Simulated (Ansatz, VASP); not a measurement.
**PbF2 in VASP and in Ansatz**

INCAR

```
  PREC = Accurate
  ENCUT = 520
  EDIFF = 1E-8
  ISMEAR = -1
  SIGMA = 0.05
  LREAL = False
  LASPH = True
  NELM = 60
  ALGO = Normal
  ISIF = 2
  LWAVE = False
  LCHARG = False
  GGA = PE
  LEFG = True
  NBANDS = 21
```

KPOINTS

```
regular mesh
0
Gamma
  14 14 8
```

POSCAR

```
PbF2
1.0
    3.9817852790      0.0000000000      0.0000000000
   -1.9908926395      3.4483272041      0.0000000000
    0.0000000000      0.0000000000      5.0768288542
Pb F
1 2
Direct
    0.0000000000      0.0000000000      0.0000000000
    0.3333333333      0.6666666667      0.1972964231
    0.6666666667      0.3333333333      0.8027035769
```

Input for Ansatz:

```yaml
crystal:
  lattice:
    - [3.981785279, 0.0, 0.0]
    - [-1.9908926395, 3.4483272041, 0.0]
    - [0.0, 0.0, 5.0768288542]
  atoms:
    - { symbol: Pb, position: [0.0, 0.0, 0.0] }
    - { symbol: F, position: [0.3333333333, 0.6666666667, 0.1972964231] }
    - { symbol: F, position: [0.6666666667, 0.3333333333, 0.8027035769] }
kpoints:
  mp_grid: { grid: [14, 14, 8] }
  band_path:
    path:
      - [0.0, 0.0, 0.0]
      - [0.5, 0.0, 0.0]
      - [0.3333333333, 0.3333333333, 0.0]
      - [0.0, 0.0, 0.0]
      - [0.0, 0.0, 0.5]
      - [0.5, 0.0, 0.5]
      - [0.3333333333, 0.3333333333, 0.5]
      - [0.0, 0.0, 0.5]
      - [0.5, 0.0, 0.5]
    npoints: 8
scf:
  occupations: { method: fermi_dirac, width: 0.05 }
hamiltonian:
  xc: pbe
  pseudopotentials: { kind: all_electron, datasets: crystal }
output:
  forces: true
  stress: true
  eigenvalues: true
  efg: { contact_densities: true }
```

Alike in both runs: task electric field gradients; functional PBE; k mesh 14 × 14 × 8; occupations fermi-dirac, width 0.05 eV; no spin polarisation.

|  | VASP | Ansatz |
| --- | --- | --- |
| version | VASP 6.6.1 | Ansatz 0.2.0 |
| potentials or method | VASP PAW PBE potentials, release 64 (Pb_d, F), cutoff 520 eV | all-electron PAW with datasets made for the crystal, scalar-relativistic |

```tsv
	VASP	Ansatz	Ansatz less VASP
gap on the k mesh at the Fermi level (eV)	3.05	3.05	-0.002
pressure (GPa)	-0.1	0.0	+0.16
size of Vzz on the site where it differs most (V/Å²)	207.7	266.3	+58.62
```

Ansatz ran all-electron here, and VASP with PAW potentials.

Neither program's run includes spin-orbit coupling.
